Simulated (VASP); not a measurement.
A run of VASP 6.6.1:

INCAR

```
PREC = Accurate
ENCUT = 520
EDIFF = 1E-6
ISMEAR = -1
SIGMA = 0.2585199978643553
LREAL = False
LASPH = True
NELM = 80
ALGO = Normal
ISIF = 2
LWAVE = False
LCHARG = False
GGA = PE
NBANDS = 26
```

The input KPOINTS:

```
regular mesh
0
Gamma
  2 2 2
```

The input POSCAR:

```
Rb3Ba
1.0
    0.0000000000      5.5144300000      5.5144300000
    5.5144300000      0.0000000000      5.5144300000
    5.5144300000      5.5144300000      0.0000000000
Rb Ba
3 1
Direct
    0.2500000000      0.2500000000      0.2500000000
    0.7500000000      0.7500000000      0.7500000000
    0.5000000000      0.5000000000      0.5000000000
    0.0000000000      0.0000000000      0.0000000000
```

Potentials or basis: VASP PAW PBE potentials, release 64 (Rb_sv, Ba_sv).

Launch:

```bash
$ cat potpaw_PBE.64/Rb_sv/POTCAR potpaw_PBE.64/Ba_sv/POTCAR > POTCAR
$ mpirun -np 1 vasp_std > vasp.out
```

Hardware: 1 thread of Intel(R) Xeon(R) 6975P-C (Granite Rapids) (shared host).

Task: Estimate the wall time of this run.

Result: It took 28 s on 1 thread of Intel(R) Xeon(R) 6975P-C (Granite Rapids), with other jobs on the host, peak memory 0.46 GiB. Counts: scf iterations 11, k points 3.
